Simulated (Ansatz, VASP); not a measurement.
One calculation of Pd, two programs

```
Pd
1.0
     0.00000    1.91861    1.91861
     1.91861    0.00000    1.91861
     1.91861    1.91861    0.00000
Pd
1
Direct
  0.00000 0.00000 0.00000
```

Change from the starting cell: volume scaled by 0.96, crystal datasets.

Alike in both runs: task electric field gradients; functional PBEsol; k mesh 18 × 18 × 18; occupations fermi-dirac, width 0.05 eV; no spin polarisation.

```csv
,VASP,Ansatz
version,VASP 6.6.1,Ansatz 0.2.0
potentials or method,"VASP PAW PBE potentials, release 64 (Pd), cutoff 520 eV","all-electron PAW with datasets made for the crystal, scalar-relativistic"
```

```csv
,VASP,Ansatz,Ansatz less VASP
pressure (GPa),6.2,6.5,+0.35
```

VASP's potentials were made for PBE, not for PBEsol. Ansatz ran all-electron here, and VASP with PAW potentials.
